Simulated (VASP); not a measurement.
Input of a VASP 6.6.1 run:

The input POSCAR:

```
Cu
1.0
    2.5256500100      0.0000000000      0.0000000000
   -1.2628245067      2.1872766933      0.0000000000
    0.0000000000      0.0000000000      4.1401258375
Cu
2
Direct
    0.3333333333      0.6666666667      0.2500000000
    0.6666666667      0.3333333333      0.7500000000
```

Contents of INCAR.step1:

```
  ALGO = Normal
  EDIFF = 1E-4
  ENCUT = 520
  GGA = PE
  ISMEAR = -1
  LASPH = True
  LCHARG = False
  LREAL = False
  LWAVE = True
  NBANDS = 18
  NELM = 80
  PREC = Accurate
  SIGMA = 0.1
```

Contents of INCAR.step2:

```
  ALGO = Normal
  EDIFF = 1E-7
  ENCUT = 520
  ISIF = 2
  ISMEAR = -1
  ISTART = 1
  LASPH = True
  LCHARG = False
  LMIXTAU = True
  LREAL = False
  LWAVE = False
  METAGGA = R2SCAN
  NBANDS = 18
  NELM = 80
  PREC = Accurate
  SIGMA = 0.1
```

Contents of KPOINTS:

```
k-points
0
Gamma
  16 16 9
```

Potentials or basis: VASP PAW PBE potentials, release 64 (Cu).

The run is started by

```sh
$ cat potpaw_PBE.64/Cu/POTCAR > POTCAR
$ cp INCAR.step1 INCAR
$ mpirun -np 1 vasp_std > vasp.out
$ cp INCAR.step2 INCAR
$ mpirun -np 1 vasp_std > vasp.out
```

Q: Estimate the pressure.

A: 1.0 GPa.

Q: Predict the band gap on the k mesh.

A: Zero (band 11 reaches 11.37 eV, above the bottom of band 12 at 5.75 eV).

Stress tensor (GPa, compression positive):
```
1.18 0.00 0.00
0.00 1.18 0.00
0.00 0.00 0.70
```

Caveat: the PAW data sets were made with another functional, which shifts forces and pressure a little.
